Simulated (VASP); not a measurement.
Wanted: the native input for a VASP 6.6.1 run.

```
Task                   : single point
Functional             : PBEsol
Potentials or basis    : VASP PAW PBE potentials, release 64 (Ti_sv, Co)
Cutoff                 : 520 eV
k mesh                 : 6 × 6 × 6
Occupations            : gaussian, width 0.1 eV
Spin                   : collinear spin, ferrimagnetic start
Starting moments       : [-0.42, 1.21, 1.21, 1.21] μB
Dipole correction      : no
Further INCAR settings : ALGO = Normal; EDIFF = 1e-06; NBANDS = 32
```

The structure of TiCo3 lies in POSCAR:

```
TiCo3
1.0
    3.6140000000      0.0000000000      0.0000000000
    0.0000000000      3.6140000000      0.0000000000
    0.0000000000      0.0000000000      3.6140000000
Ti Co
1 3
Direct
    0.0000000000      0.0000000000      0.0000000000
    0.0000000000      0.5000000000      0.5000000000
    0.5000000000      0.0000000000      0.5000000000
    0.5000000000      0.5000000000      0.0000000000
```

The input as run:

INCAR

```
ALGO     = Normal         # electronic algorithm
EDIFF    = 1E-6           # SCF threshold, eV
ENCUT    = 520            # plane-wave cutoff, eV
GGA      = PS             # functional
ISIF     = 2              # what is computed and relaxed
ISMEAR   = 0              # smearing method
ISPIN    = 2              # spin polarisation
LASPH    = True           # aspherical terms in the spheres
LCHARG   = False          # write CHGCAR
LMAXMIX  = 4              # l up to which the mixer works
LORBIT   = 11             # projections on sites
LREAL    = False          # projectors in reciprocal space
LWAVE    = False          # write WAVECAR
MAGMOM   = -0.42 1.21 1.21 1.21 # initial moments
NBANDS   = 32             # bands
NELM     = 150            # most SCF steps
PREC     = Accurate       # precision mode
SIGMA    = 0.1            # smearing width, eV
```

KPOINTS

```
k-points
0
Gamma
  6 6 6
```

Potentials or basis: VASP PAW PBE potentials, release 64 (Ti_sv, Co).

Command:

```console
$ cat potpaw_PBE.64/Ti_sv/POTCAR potpaw_PBE.64/Co/POTCAR > POTCAR
$ mpirun -np 1 vasp_std > vasp.out
```

It gave:

```yaml
Pressure: -15.2 GPa
Net_moment: 0.00 μB per cell
Valence_electrons_inside_the_program's_atomic_spheres: Ti 10.36; Co 8.29
```

Caveat: the PAW data sets were made with another functional, which shifts forces and pressure a little.

Wall time 110 s on 1 thread of AMD EPYC 7R13 Processor (Zen 3), with other jobs on the host, peak memory 0.17 GiB.
